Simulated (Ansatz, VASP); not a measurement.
# Ti3Se: VASP beside Ansatz

```
Ti Se
1.0
     5.21449    0.00000    0.00000
    -2.60725    4.51588    0.00000
     0.00000    0.00000    2.99029
Ti Se
3 1
Direct
  0.50000 0.00000 0.50000
  0.00000 0.50000 0.50000
  0.50000 0.50000 0.50000
  0.00000 0.00000 0.00000
```

Alike in both runs: functional PBE; k mesh 6 × 6 × 6; occupations gaussian, width 0.1 eV; no spin polarisation.

Ansatz relaxed the structure, and its values are those at the end. VASP's run is a single point on that final structure, the one shown.

```csv
,VASP,Ansatz
version,VASP 6.6.1,Ansatz 0.2.0
potentials or method,"VASP PAW PBE potentials, release 64 (Ti_sv, Se), cutoff 520 eV","scalar-relativistic, plane waves, PAW"
valence electrons in the cell,42,52
```

Ansatz gave:

| Property | Result |
| --- | --- |
| gap on the k mesh at the Fermi level (eV) | none |
| pressure (GPa) | -0.2 |

**Question.** Estimate VASP's values.

**Answer.** gap on the k mesh at the Fermi level (eV): none; pressure (GPa): -0.3.

A gap of «none» marks a metal or a gap that the smearing closes. VASP's potentials hold 42 valence electrons a cell and Ansatz's 52, so a difference there can come from the potentials and not from the codes.
